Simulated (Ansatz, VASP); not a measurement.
One calculation of Pt, two programs

The input POSCAR:

```
Pt
1.0
    0.0000000000      2.6951100335      2.6951100335
    2.6951100335      0.0000000000      2.6951100335
    2.6951100335      2.6951100335      0.0000000000
Pt
2
Direct
   -0.2150000000     -0.0950000000     -0.0950000000
    0.2150000000      0.0950000000      0.0950000000
```

INCAR.step1

```
PREC     = Accurate       # precision mode
ENCUT    = 520            # plane-wave cutoff, eV
ISMEAR   = -1             # smearing method
SIGMA    = 0.05           # smearing width, eV
LREAL    = False          # projectors in reciprocal space
LASPH    = True           # aspherical terms in the spheres
NELM     = 60             # most SCF steps
NBANDS   = 17             # bands
GGA      = PE             # functional
ALGO     = Normal         # electronic algorithm
EDIFF    = 1E-4           # SCF threshold, eV
LWAVE    = True           # write WAVECAR
LCHARG   = False          # write CHGCAR
```

File INCAR.step2:

```
PREC     = Accurate       # precision mode
ENCUT    = 520            # plane-wave cutoff, eV
EDIFF    = 1E-8           # SCF threshold, eV
ISMEAR   = -1             # smearing method
SIGMA    = 0.05           # smearing width, eV
LREAL    = False          # projectors in reciprocal space
LASPH    = True           # aspherical terms in the spheres
NELM     = 60             # most SCF steps
ALGO     = Normal         # electronic algorithm
ISIF     = 2              # what is computed and relaxed
LWAVE    = False          # write WAVECAR
LCHARG   = False          # write CHGCAR
METAGGA  = R2SCAN         # meta-GGA
LMIXTAU  = True         
LEFG     = True         
NBANDS   = 17             # bands
ISTART   = 1
```

Contents of KPOINTS:

```
regular mesh
0
Gamma
  10 10 10
```

Input for Ansatz:

```yaml
crystal:
  lattice:
    - [0.0, 2.6951100335, 2.6951100335]
    - [2.6951100335, 0.0, 2.6951100335]
    - [2.6951100335, 2.6951100335, 0.0]
  atoms:
    - { symbol: Pt, position: [-0.215, -0.095, -0.095] }
    - { symbol: Pt, position: [0.215, 0.095, 0.095] }
kpoints:
  mp_grid: { grid: [10, 10, 10] }
scf:
  occupations: { method: fermi_dirac, width: 0.05 }
hamiltonian:
  xc: r2scan
  pseudopotentials: { kind: paw }
output:
  forces: true
  stress: true
  eigenvalues: true
  efg: { contact_densities: true }
  populations: true
  write_density: true
  write_potential: true
  elf: true
  volumetric_format: npy
```

Change from the starting cell: shortest bond scaled by 0.76, PAW files.

Alike in both runs: task electric field gradients; functional r2SCAN; k mesh 10 × 10 × 10; occupations fermi-dirac, width 0.05 eV; no spin polarisation.

```csv
,VASP,Ansatz
version,VASP 6.6.1,Ansatz 0.2.0
potentials or method,"VASP PAW PBE potentials, release 64 (Pt)","PAW with Ansatz's default frozen-core files, scalar-relativistic"
plane-wave cutoff (eV),520,500
valence electrons in the cell,20,36
```

Ansatz gave:

```
pressure (GPa)                                                : 121.5
traceless stress, the component that is largest in VASP (GPa) : -118.91
rms of the force components (eV/Å)                            : 27.207
size of Vzz on the site where it differs most (V/Å²)          : 670.2
```

Q: Estimate VASP's values.

A: Pressure (GPa): 85.0; traceless stress, the component that is largest in VASP (GPa): -84.19; rms of the force components (eV/Å): 19.078; size of Vzz on the site where it differs most (V/Å²): 206.9.

VASP's potentials were made for PBE, not for r2SCAN. Atom by atom the forces differ by 8.129 eV/Å (rms over components). The pressures are high and differ by over a tenth, so treat them with care. VASP's potentials hold 20 valence electrons a cell and Ansatz's 36, so a difference there can come from the potentials and not from the codes.

Spin-orbit coupling is off throughout. Noted on VASP's run: the cell as given lies far from equilibrium.
